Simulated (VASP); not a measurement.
Here is a VASP 6.6.1 calculation.

POSCAR

```
CdF2
1.0
    0.0000000000      2.5454590730      2.5454590730
    2.5454590730      0.0000000000      2.5454590730
    2.5454590730      2.5454590730      0.0000000000
Cd F
1 2
Direct
    0.0000000000      0.0000000000      0.0000000000
    0.2500000000      0.2500000000      0.2500000000
    0.7500000000      0.7500000000      0.7500000000
```

File INCAR.step1:

```
  PREC = Accurate
  ENCUT = 520
  ISMEAR = 0
  SIGMA = 0.01
  LREAL = F
  LASPH = T
  NELM = 80
  NBANDS = 20
  GGA = PE
  ALGO = Normal
  EDIFF = 1E-4
  LWAVE = T
  LCHARG = F
```

File INCAR.step2:

```
  PREC = Accurate
  ENCUT = 520
  EDIFF = 1E-7
  ISMEAR = 0
  SIGMA = 0.01
  LREAL = F
  LASPH = T
  NELM = 80
  ALGO = Normal
  ISIF = 2
  LWAVE = F
  LCHARG = T
  METAGGA = R2SCAN
  LMIXTAU = T
  LELF = T
  LVHAR = T
  NBANDS = 20
  ISTART = 1
```

KPOINTS

```
Automatic mesh
0
Gamma
  8 8 8
```

Potentials or basis: VASP PAW PBE potentials, release 64 (Cd, F).

The run is started by

```sh
$ cat potpaw_PBE.64/Cd/POTCAR potpaw_PBE.64/F/POTCAR > POTCAR
$ cp INCAR.step1 INCAR
$ mpirun -np 1 vasp_std > vasp.out
$ cp INCAR.step2 INCAR
$ mpirun -np 1 vasp_std > vasp.out
```

(1) What does it give for the band gap on the k mesh?

(2) Estimate the pressure.

Answers

(1) 4.37 eV, indirect (least direct gap 4.59 eV).

(2) 31.5 GPa.

Caveat: the cell differs from its parent crystal (strain -5.5%); the PAW data sets were made with another functional, which shifts forces and pressure a little.
